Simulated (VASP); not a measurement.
A run of VASP 6.6.1:

File POSCAR:

```
C
1.0
    2.4558907252      0.0000000000      0.0000000000
   -1.2279453626      2.1268637570      0.0000000000
    0.0000000000      0.0000000000      7.3317770067
C
4
Direct
    0.0000000000      0.0000000000      0.0025000000
    0.0000000000      0.0000000000      0.5025000000
    0.3333333333      0.6666666667      0.0025000000
    0.6666666667      0.3333333333      0.5025000000
```

The input INCAR.step1:

```
SYSTEM = C
PREC = Accurate ; ENCUT = 520
ISMEAR = 0 ; SIGMA = 0.15
LREAL = .False. ; LASPH = .True.
NELM = 60 ; NBANDS = 16
GGA = PE ; ALGO = Normal
EDIFF = 1E-4 ; LWAVE = .True.
LCHARG = .False.
```

File INCAR.step2:

```
SYSTEM = C
PREC = Accurate ; ENCUT = 520
EDIFF = 1E-6 ; ISMEAR = 0
SIGMA = 0.15 ; LREAL = .False.
LASPH = .True. ; NELM = 60
ALGO = Normal ; ISIF = 2
LWAVE = .False. ; LCHARG = .False.
METAGGA = R2SCAN ; LMIXTAU = .True.
NBANDS = 16 ; ISTART = 1
```

The input KPOINTS:

```
Automatic mesh
0
Gamma
  24 24 8
  0 0 0
```

Potentials or basis: VASP PAW PBE potentials, release 64 (C).

Run with:

```sh
$ cat potpaw_PBE.64/C/POTCAR > POTCAR
$ cp INCAR.step1 INCAR
$ mpirun -np 1 vasp_std > vasp.out
$ cp INCAR.step2 INCAR
$ mpirun -np 1 vasp_std > vasp.out
```

Hardware: 1 thread of Intel(R) Xeon(R) Platinum 8259CL CPU @ 2.50GHz (Skylake/Cascade Lake), with other jobs on the host.

Task: Estimate the wall time of this run.

Result: It took 11 min on 1 thread of Intel(R) Xeon(R) Platinum 8259CL CPU @ 2.50GHz (Skylake/Cascade Lake), on a shared host, peak memory 0.24 GiB. Counts: k points 305.
